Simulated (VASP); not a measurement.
A run of VASP 6.6.1:

The input INCAR:

```
SYSTEM = Li4Nb4O11
  ALGO = Normal
  EDIFF = 1E-6
  ENCUT = 520
  GGA = PS
  ISIF = 2
  ISMEAR = 0
  LASPH = .True.
  LCHARG = .False.
  LREAL = Auto
  LWAVE = .False.
  NBANDS = 80
  NELECT = 128.0
  NELM = 100
  PREC = Accurate
  SIGMA = 0.05
```

The input KPOINTS:

```
k-points
0
Gamma
  4 4 4
  0 0 0
```

POSCAR

```
Li4Nb4O11
1.0
    5.1825903872      0.0000000000      0.0000000000
    0.0000000000      2.9921699552     -4.5492247954
    0.0000000000      5.9843399104      4.5492247953
Li Nb O
4 4 11
Direct
    0.0000000000      0.5000000000      0.2500000000
    0.5000000000      0.0000000000      0.7500000000
    0.0000000000      0.5000000000      0.7500000000
    0.5000000000      0.0000000000      0.2500000000
    0.0000000000      0.0000000000      0.0000000000
    0.5000000000      0.5000000000      0.5000000000
    0.0000000000      0.0000000000      0.5000000000
    0.5000000000      0.5000000000      0.0000000000
    0.8795714442      0.0000000000      0.2500000000
    0.3795714442      0.5000000000      0.7500000000
    0.8102142779      0.6897857221      0.9397857221
    0.8102142779      0.3102142779      0.5602142779
    0.3102142779      0.8102142779      0.0602142779
    0.1204285558      0.0000000000      0.7500000000
    0.6204285558      0.5000000000      0.2500000000
    0.6897857221      0.8102142779      0.5602142779
    0.1897857221      0.3102142779      0.0602142779
    0.1659832895      0.5968616723      0.4397857221
    0.6897857221      0.1897857221      0.9397857221
```

Potentials or basis: VASP PAW PBE potentials, release 64 (Li_sv, Nb_sv, O).

Run with:

```sh
$ cat potpaw_PBE.64/Li_sv/POTCAR potpaw_PBE.64/Nb_sv/POTCAR potpaw_PBE.64/O/POTCAR > POTCAR
$ mpirun -np 1 vasp_std > vasp.out
```

Hardware: 1 thread of Intel(R) Xeon(R) Platinum 8259CL CPU @ 2.50GHz (Skylake/Cascade Lake), with other jobs on the host.

Question: Estimate the wall time of this run.

Answer: Wall time 15 min on 1 thread of Intel(R) Xeon(R) Platinum 8259CL CPU @ 2.50GHz (Skylake/Cascade Lake) (shared host), peak memory 0.52 GiB. Counts: scf iterations 16, k points 36.
